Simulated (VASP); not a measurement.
# C (R-3m) in VASP: single point with r2SCAN

Aim: the single point of C with r2SCAN.

Everything below comes from runs of VASP 6.6.1. Logs are shortened: lines on timing, memory, paths and dates and some standing lists are left out, and cuts for length are marked.

## 1. The cell of the first run

It takes space group R-3m (No. 166, trigonal). Conventional cell: a = 2.618 Å, b = 2.618 Å, c = 6.145 Å, α = 90.00°, β = 90.00°, γ = 120.00°. C (site symmetry 3m) has 4 C at 1.54 to 1.60 Å within 2.0 Å.

## 2. Single point, r2SCAN (epitaxial 111 strain +4.0%)

Input file POSCAR:

```
C
1.0
   -0.0516797269      1.7996493813      1.7996493813
    1.7996493813     -0.0516797269      1.7996493813
    1.7996493813      1.7996493813     -0.0516797269
C
2
Direct
   -0.0000596675     -0.0000596675     -0.0000596675
    0.2500596675      0.2500596675      0.2500596675
```

Input file INCAR.step1:

```
SYSTEM = C
PREC = Accurate ; ENCUT = 520
ISMEAR = 0 ; SIGMA = 0.01
LREAL = .FALSE. ; LASPH = .TRUE.
NELM = 60 ; NBANDS = 11
GGA = PE ; ALGO = Normal
EDIFF = 1E-4 ; LWAVE = .TRUE.
LCHARG = .FALSE.
```

Input file INCAR.step2:

```
SYSTEM = C
PREC = Accurate ; ENCUT = 520
EDIFF = 1E-6 ; ISMEAR = 0
SIGMA = 0.01 ; LREAL = .FALSE.
LASPH = .TRUE. ; NELM = 60
ALGO = Normal ; ISIF = 2
LWAVE = .FALSE. ; LCHARG = .FALSE.
METAGGA = R2SCAN ; LMIXTAU = .TRUE.
NBANDS = 11 ; ISTART = 1
```

Input file KPOINTS:

```
regular mesh
0
G
  12 12 12
  0 0 0
```

Potentials or basis: VASP PAW PBE potentials, release 64 (C).

On the command line:

```bash
> cat potpaw_PBE.64/C/POTCAR > POTCAR
> cp INCAR.step1 INCAR
> mpirun -np 1 vasp_std > vasp.out
> cp INCAR.step2 INCAR
> mpirun -np 1 vasp_std > vasp.out
```

OUTCAR:

```text
SYSTEM = C
   PREC = Accurate
   ENCUT = 520
   EDIFF = 1E-6
   ISMEAR = 0
   LREAL = .FALSE.
   LASPH = .TRUE.
   NELM = 60
   ISIF = 2
   METAGGA = R2SCAN
   ISTART = 1

 ion  position               nearest neighbor table
   1  1.000  1.000  1.000-   2 1.54   2 1.60   2 1.60   2 1.60
   2  0.250  0.250  0.250-   1 1.54   1 1.60   1 1.60   1 1.60

  LATTYP: Found a trigonal (rhomboedric) cell.
 ALAT       =     2.5456132042
 COS(alpha) =     0.4710892074

  Lattice vectors:

 A1 = (  -0.0516797269,   1.7996493813,   1.7996493813)
 A2 = (   1.7996493813,  -0.0516797269,   1.7996493813)
 A3 = (   1.7996493813,   1.7996493813,  -0.0516797269)

Analysis of symmetry for initial positions (statically):
=====================================================================
 Subroutine PRICEL returns:
 Original cell was already a primitive cell.

 Routine SETGRP: Setting up the symmetry group for a
 trigonal (rhombohedral) supercell.

 Subroutine GETGRP returns: Found 12 space group operations
 (whereof  6 operations were pure point group operations)
 out of a pool of 12 trial point group operations.

The static configuration has the point symmetry C_3v.
 The point group associated with its full space group is D_3d.

Analysis of symmetry for dynamics (positions and initial velocities):
=====================================================================
 Subroutine PRICEL returns:
 Original cell was already a primitive cell.

 Routine SETGRP: Setting up the symmetry group for a
 trigonal (rhombohedral) supercell.

 Subroutine GETGRP returns: Found 12 space group operations
 (whereof  6 operations were pure point group operations)
 out of a pool of 12 trial point group operations.

The dynamic configuration has the point symmetry C_3v.
 The point group associated with its full space group is D_3d.

 Subroutine INISYM returns: Found 12 space group operations
 (whereof  6 operations are pure point group operations),
 and found     1 'primitive' translations

----------------------------------------------------------------------------------------

                                     Primitive cell

  volume of cell :      12.1592

  direct lattice vectors                    reciprocal lattice vectors
    -0.051679727  1.799649381  1.799649381    -0.266141918  0.274010557  0.274010557
     1.799649381 -0.051679727  1.799649381     0.274010557 -0.266141918  0.274010557
     1.799649381  1.799649381 -0.051679727     0.274010557  0.274010557 -0.266141918

  length of vectors
     2.545613204  2.545613204  2.545613204     0.470101150  0.470101150  0.470101150

  position of ions in fractional coordinates (direct lattice)
     0.999940333  0.999940333  0.999940333
     0.250059667  0.250059667  0.250059667

  ion indices of the primitive-cell ions
   primitive index   ion index
                 1           1
                 2           2

----------------------------------------------------------------------------------------

 KPOINTS: regular mesh

Automatic generation of k-mesh.
 Grid dimensions read from file:
 generate k-points for:   12   12   12

 Generating k-lattice:

  Cartesian coordinates                     Fractional coordinates (reciprocal lattice)
    -0.022178493  0.022834213  0.022834213     0.083333333  0.000000000  0.000000000
     0.022834213 -0.022178493  0.022834213     0.000000000  0.083333333  0.000000000
     0.022834213  0.022834213 -0.022178493     0.000000000  0.000000000  0.083333333

  Length of vectors
     0.039175096  0.039175096  0.039175096

  Shift w.r.t. Gamma in fractional coordinates (k-lattice)
     0.000000000  0.000000000  0.000000000

 Subroutine IBZKPT returns following result:
 ===========================================

 Found    189 irreducible k-points:

 Following reciprocal coordinates:
            Coordinates               Weight
  0.000000  0.000000  0.000000      1.000000
  0.083333  0.000000  0.000000      6.000000
  0.166667 -0.000000 -0.000000      6.000000
  0.250000  0.000000 -0.000000      6.000000
  0.333333  0.000000  0.000000      6.000000
  0.416667  0.000000 -0.000000      6.000000
[... 16 lines left out ...]
  0.500000  0.166667  0.000000     12.000000
 -0.416667  0.166667 -0.000000     12.000000
 [... further k-points ...]
   k-points           NKPTS =    189   k-points in BZ     NKDIM =    189   number of bands    NBANDS=     11
   number of dos      NEDOS =    301   number of ions     NIONS =      2
   total plane-waves  NPLWV =   8000
   dimension x,y,z NGX =    20 NGY =   20 NGZ =   20
   dimension x,y,z NGXF=    40 NGYF=   40 NGZF=   40
   ions per type =               2
   NGX,Y,Z   is equivalent  to a cutoff of  13.06, 13.06, 13.06 a.u.
   NGXF,Y,Z  is equivalent  to a cutoff of  26.12, 26.12, 26.12 a.u.
 SYSTEM =  C
   PREC   = accura    normal or accurate (medium, high low for compatibility)
   ISTART =      1    job   : 0-new  1-cont  2-samecut
   ICHARG =      0    charge: 1-file 2-atom 10-const
   ISPIN  =      1    spin polarized calculation?
   LNONCOLLINEAR =      F non collinear calculations
   LSORBIT =      F    spin-orbit coupling
   LASPH  =      T    aspherical Exc in radial PAW
   ENCUT  =  520.0 eV  38.22 Ry    6.18 a.u.   4.73  4.73  4.73*2*pi/ulx,y,z
   NELM   =     60;   NELMIN=  2; NELMDL=  0     # of ELM steps
   EDIFF  = 0.1E-05   stopping-criterion for ELM
   LREAL  =      F    real-space projection
   EDIFFG = 0.1E-04   stopping-criterion for IOM
   NSW    =      0    number of steps for IOM
   IBRION =     -1    ionic relax: 0-MD 1-quasi-New 2-CG
   NFREE  =      0    steps in history (QN), initial steepest desc. (CG)
   ISIF   =      2    stress and relaxation
   ISYM   =      2    0-nonsym 1-usesym 2-fastsym
   POTIM  = 0.5000    time-step for ionic-motion
   TEBEG  =    0.0;   TEEND  =   0.0 temperature during run
   PSTRESS=    0.0 pullay stress
   NELECT =       8.0000    total number of electrons
   NUPDOWN=      -1.0000    fix difference up-down
   EMIN   =  10.00;   EMAX   =-10.00  energy-range for DOS
   EFERMI =   0.00;   METHOD = LEGACY
   ISMEAR =     0;   SIGMA  =   0.01  broadening in eV -4-tet -1-fermi 0-gaus
   EFERMI_NEDOS =   21; number of points for ismear=-14 and -15
   IALGO  =     38    algorithm
   IMIX   =      4    mixing-type and parameters
     AMIX     =   0.40;   BMIX     =  1.00
     AMIX_MAG =   1.60;   BMIX_MAG =  1.00
  volume/ion in A,a.u.               =       6.08        41.03
  Fermi-wavevector in a.u.,A,eV,Ry     =   1.423869  2.690723 27.584497  2.027403
  Thomas-Fermi vector in A             =   2.544421
   LORBIT       =      0    0 simple, 1 ext, 2 COOP (PROOUT), +10 PAW based schemes
   METAGGA = R2SCAN    functional components
   LHFCALC =     F    Hartree Fock is set to
   AEXX    =    0.0000 exact exchange contribution
   IVDW    =     0    specifies the selected vdW correction
   LEPSILON=     F    determine dielectric tensor
   LRPA    =     F    only Hartree local field effects (RPA)
 non-spin polarized calculation
 Gauss-broadening in eV      SIGMA  =   0.01
  energy-cutoff  :      520.00
  volume of cell :       12.16
 maximum number of plane-waves:       336
   NGX =  9   NGY =  9   NGZ =  9

 number of electron       8.0000001 magnetization

 Free energy of the ion-electron system (eV)
  ---------------------------------------------------
  ext. energy  EPLUGINS =         0.00000000
  ---------------------------------------------------
  free energy    TOTEN  =       -19.53277968 eV

  energy without entropy =      -19.53277968  energy(sigma->0) =      -19.53277968

 E-fermi :   8.8704     XC(G=0): -13.8795

 val. band max:        8.7477137877   @ k =   0.0000   0.0000   0.0000
 cond. band min:      12.8571303973   @ k =   0.4167   0.4167  -0.0000
 fundamental gap:      4.1094166096
 Fermi energy:         8.8704132673

 k-point     1 :       0.0000    0.0000    0.0000
  band No.  band energies     occupation
      1     -13.0361      2.00000
      2       8.6737      2.00000
      3       8.7477      2.00000
      4       8.7477      2.00000
      5      13.9645      0.00000
      6      13.9645      0.00000
      7      15.0293      0.00000
      8      21.1457      0.00000
      9      28.2327      0.00000
     10      35.3989      0.00000
     11      35.3989      0.00000

 k-point     2 :       0.0833    0.0000    0.0000
  band No.  band energies     occupation
      1     -12.8487      2.00000
      2       7.4053      2.00000
      3       8.3939      2.00000
      4       8.4455      2.00000
      5      14.3737      0.00000
      6      14.7005      0.00000
      7      15.5145      0.00000
      8      21.3588      0.00000
      9      28.5405      0.00000
     10      33.3064      0.00000
     11      33.8259      0.00000

 k-point     3 :       0.1667   -0.0000   -0.0000
  band No.  band energies     occupation
      1     -12.2893      2.00000
      2       4.7790      2.00000
      3       7.7375      2.00000
      4       7.7923      2.00000
      5      15.2747      0.00000
      6      15.6817      0.00000
      7      16.5695      0.00000
      8      22.0125      0.00000
      9      29.1962      0.00000
     10      31.6438      0.00000
     11      32.5271      0.00000

 k-point     4 :       0.2500    0.0000   -0.0000
  band No.  band energies     occupation
      1     -11.3696      2.00000
      2       1.9159      2.00000
      3       7.0366      2.00000
      4       7.1225      2.00000
      5      16.1489      0.00000
      6      16.3531      0.00000
      7      17.4405      0.00000
      8      22.9757      0.00000
      9      29.6240      0.00000
     10      31.0871      0.00000
     11      32.3269      0.00000
[... 239 lines left out ...]
 k-point    22 :       0.4167    0.1667    0.0000
  band No.  band energies     occupation
      1      -8.9563      2.00000
      2      -1.3309      2.00000
      3       4.4974      2.00000
      4       4.9238      2.00000
      5      15.6403      0.00000
      6      19.2174      0.00000
      7      20.1519      0.00000
      8      21.2336      0.00000
      9      29.9105      0.00000
     10      31.3524      0.00000
     11      36.2727      0.00000

 k-point    23 :       0.5000    0.1667    0.0000
  band No.  band energies     occupation
      1      -7.5290      2.00000
      2      -3.4013      2.00000
      3       3.7879      2.00000
      4       4.9789      2.00000
      5      16.1562      0.00000
      6      19.2161      0.00000
      7      20.1054      0.00000
      8      22.7080      0.00000
      9      29.1215      0.00000
     10      32.5565      0.00000
     11      35.5744      0.00000

 k-point    24 :      -0.4167    0.1667   -0.0000
  band No.  band energies     occupation
      1      -7.2490      2.00000
      2      -3.7419      2.00000
      3       3.2844      2.00000
      4       5.3182      2.00000
      5      16.5783      0.00000
      6      18.9585      0.00000
      7      19.9527      0.00000
      8      24.0156      0.00000
      9      28.3057      0.00000
     10      33.2006      0.00000
     11      33.6326      0.00000

 [... further k-points ...]
[... 5 lines left out ...]
  --------------------------------------------------------------------------------------
  -------------------------------------------------------------------------------------
  Total       -2.0938041     -2.0938041     -2.0938041      1.0870897      1.0870897      1.0870897
  in kB     -275.8940848   -275.8940848   -275.8940848    143.2424478    143.2424478    143.2424478
  external PRESSURE =    -275.8940848 kB  Pullay stress =       0.0000000 kB

 VOLUME and BASIS-vectors are now :
 -----------------------------------------------------------------------------
  energy-cutoff  :      520.00
  volume of cell :       12.16
      direct lattice vectors                 reciprocal lattice vectors
    -0.051679727  1.799649381  1.799649381    -0.266141918  0.274010557  0.274010557
     1.799649381 -0.051679727  1.799649381     0.274010557 -0.266141918  0.274010557
     1.799649381  1.799649381 -0.051679727     0.274010557  0.274010557 -0.266141918

 POSITION                                       TOTAL-FORCE (eV/Angst)
 -----------------------------------------------------------------------------------
      3.54741      3.54741      3.54741        -0.009898     -0.009898     -0.009898
      0.88712      0.88712      0.88712         0.009898      0.009898      0.009898
 -----------------------------------------------------------------------------------
    total drift:                               -0.000000     -0.000000      0.000000

  FREE ENERGIE OF THE ION-ELECTRON SYSTEM (eV)
  ---------------------------------------------------
  free  energy   TOTEN  =       -19.5327796814 eV

  energy  without entropy=      -19.5327796814  energy(sigma->0) =      -19.53277968
```

It took 76 s on 1 thread of AMD EPYC 9R45 (Zen 5), shared host; peak memory 0.09 GiB.

What came out:

```yaml
Free_energy: -19.5328 eV
Pressure: -27.6 GPa
Largest_force: 0.017 eV/Å
Band_gap_on_the_k_mesh: 4.11 eV, indirect (least direct gap 5.22 eV)
```

Forces in eV/Å, atoms in the order of the input:
```
C   -0.010 -0.010 -0.010
C    0.010  0.010  0.010
```

Caveat: the cell differs from its parent crystal (epitaxial 111 strain +4.0%); the PAW data sets were made with another functional, which shifts forces and pressure a little.
